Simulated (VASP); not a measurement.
Here is a VASP 6.6.1 calculation.

The input INCAR:

```
PREC     = Accurate       # precision mode
ENCUT    = 520            # plane-wave cutoff, eV
EDIFF    = 1E-7           # SCF threshold, eV
ISMEAR   = -1             # smearing method
SIGMA    = 0.05           # smearing width, eV
LREAL    = Auto         
LASPH    = T              # aspherical terms in the spheres
NELM     = 80             # most SCF steps
ALGO     = Normal         # electronic algorithm
ISIF     = 2              # what is computed and relaxed
LWAVE    = F              # write WAVECAR
LCHARG   = F              # write CHGCAR
GGA      = PE             # functional
IVDW     = 12             # dispersion correction
NBANDS   = 55             # bands
```

The input KPOINTS:

```
regular mesh
0
Gamma
  1 1 1
```

File POSCAR:

```
H17O8F
1.0
    6.1303140000      0.0764220000     -0.1444400000
    0.0764220000      5.5400760000      0.2514460000
   -0.1444400000      0.2514460000      5.9224510000
O H F
8 17 1
Direct
    0.4409886336     -0.0477075443      1.0312440355
    0.2552164981      0.7430525499      0.4129246286
    0.7434137594      0.4436580025      0.8693229633
    0.6120204794      0.8250766648      0.5776220033
    1.0267707105      0.2879963474      0.5118811843
   -0.1446488539      0.7936425152      0.2084523255
    0.2564323654      0.4870127446      0.9147701997
    0.5846393385      0.2951675605      0.3550264246
    0.3145481346      0.0304341383      0.9471384044
    0.5172248466     -0.0822336461      0.8970247754
    0.3636754657      0.8161567822      0.5048264521
    0.3333782118      0.7722895809      0.2667753643
    0.7332650650      0.4955309347      1.0136704440
    0.7815936468      0.2733831598      0.8924602811
    0.6876348058      0.8398061178      0.4416847150
    0.6430073267      0.6527239425      0.6336145548
    0.8867386283      0.2813410409      0.4298454218
    1.1058785734      0.4260430981      0.4516890504
   -0.1507963742      0.9359818474      0.1225455610
    0.0006388320      0.7782574099      0.2948783469
    0.1854034070      0.6473354537      0.9419258610
    0.1284615717      0.3978430131      0.8661986321
    0.4931741665      0.4066603258      0.4354077331
    0.4877929298      0.2948491628      0.2184768043
    0.0116385038      0.1472887353      0.7075864202
   -0.0348769917      0.0330009596      0.8412841926
```

Potentials or basis: VASP PAW PBE potentials, release 64 (O, H, F).

Command:

```bash
$ cat potpaw_PBE.64/O/POTCAR potpaw_PBE.64/H/POTCAR potpaw_PBE.64/F/POTCAR > POTCAR
$ mpirun -np 1 vasp_gam > vasp.out
```

Problem. What does it give for the largest force?

Solution. 5.165 eV/Å.

Problem. What does it give for the pressure?

Solution. 4.8 GPa.

Problem. Predict the band gap on the k mesh.

Solution. 4.65 eV.

Stress tensor (GPa, compression positive):
```
 4.42  1.21  0.85
 1.21  3.95 -0.84
 0.85 -0.84  6.04
```

Caveat: the k points lie up to 1.14 Å⁻¹ apart.
